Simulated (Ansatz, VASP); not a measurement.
**Two plane-wave programs on WSe2**

```
W Se
1.0
     3.24861    0.00000    0.00000
    -1.62430    2.81338    0.00000
     0.00000    0.00000   23.62832
W Se
2 4
Cartesian
  1.6243 0.9378 3.2009
  0.0000 1.8756 20.4275
  0.0000 1.8756 4.8648
  1.6243 0.9378 22.0951
  0.0000 1.8756 1.5332
  1.6243 0.9378 18.7635
```

Alike in both runs: task single point; functional LDA; k mesh 9 × 9 × 2; occupations gaussian, width 0.05 eV; no spin polarisation.

|  | VASP | Ansatz |
| --- | --- | --- |
| version | VASP 6.6.1 | Ansatz 0.2.0 |
| potentials or method | VASP PAW LDA potentials, release 64 (W_sv, Se), cutoff 520 eV | scalar-relativistic, plane waves, PAW |
| valence electrons in the cell | 52 | 92 |

```tsv
	VASP	Ansatz	Ansatz less VASP
gap on the k mesh at the Fermi level (eV)	1.38	1.39	+0.009
least direct gap on the mesh (eV)	1.69	1.68	-0.002
rms of the force components (eV/Å)	0.049	0.000	-0.0490
```

Ansatz warns that its potentials were made for another functional, while VASP's fit it. LDA's correlation is that of Perdew and Zunger in VASP and of Perdew and Wang (1992) in Ansatz. Atom by atom the forces differ by 0.049 eV/Å (rms over components). VASP's potentials hold 52 valence electrons a cell and Ansatz's 92, so a difference there can come from the potentials and not from the codes. Ansatz's warnings: xc potential rough in thin density.

Spin-orbit coupling is off throughout.
